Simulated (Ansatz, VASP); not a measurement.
**AlAs in VASP and in Ansatz**

The input INCAR:

```
ALGO     = Normal         # electronic algorithm
EDIFF    = 1E-8           # SCF threshold, eV
ENCUT    = 400            # plane-wave cutoff, eV
GGA      = PS             # functional
GGA_COMPAT= False        
ISIF     = 2              # what is computed and relaxed
ISMEAR   = -1             # smearing method
LASPH    = True           # aspherical terms in the spheres
LCHARG   = False          # write CHGCAR
LEFG     = True         
LREAL    = False          # projectors in reciprocal space
LWAVE    = False          # write WAVECAR
NBANDS   = 11             # bands
NELM     = 120            # most SCF steps
PREC     = Accurate       # precision mode
SIGMA    = 0.05           # smearing width, eV
```

KPOINTS

```
k-points
0
Gamma
  10 10 10
```

Contents of POSCAR:

```
AlAs
1.0
    0.0000000000      2.8676463766      2.8676463766
    2.8676463766      0.0000000000      2.8676463766
    2.8676463766      2.8676463766      0.0000000000
Al As
1 1
Direct
    0.0000000000      0.0000000000      0.0000000000
    0.7500000000      0.7500000000      0.7500000000
```

Input for Ansatz:

```yaml
crystal:
  lattice:
    - [0.0, 2.8676463766, 2.8676463766]
    - [2.8676463766, 0.0, 2.8676463766]
    - [2.8676463766, 2.8676463766, 0.0]
  atoms:
    - { symbol: Al, position: [0.0, 0.0, 0.0] }
    - { symbol: As, position: [0.75, 0.75, 0.75] }
kpoints:
  mp_grid: { grid: [10, 10, 10] }
scf:
  occupations: { method: fermi_dirac, width: 0.05 }
hamiltonian:
  xc: pbesol
  pseudopotentials: { kind: all_electron, datasets: crystal }
output:
  forces: true
  stress: true
  eigenvalues: true
  efg: { contact_densities: true }
```

Change from the starting cell: volume scaled by 1.04, crystal datasets.

Alike in both runs: task electric field gradients; functional PBEsol; k mesh 10 × 10 × 10; occupations fermi-dirac, width 0.05 eV; no spin polarisation.

|  | VASP | Ansatz |
| --- | --- | --- |
| version | VASP 6.6.1 | Ansatz 0.2.0 |
| potentials or method | VASP PAW PBE potentials, release 64 (Al, As), cutoff 400 eV | all-electron PAW with datasets made for the crystal, scalar-relativistic |

|  | VASP | Ansatz | Ansatz less VASP |
| --- | --- | --- | --- |
| pressure (GPa) | -1.9 | -2.2 | -0.23 |

VASP's potentials were made for PBE, not for PBEsol. Ansatz ran all-electron here, and VASP with PAW potentials.
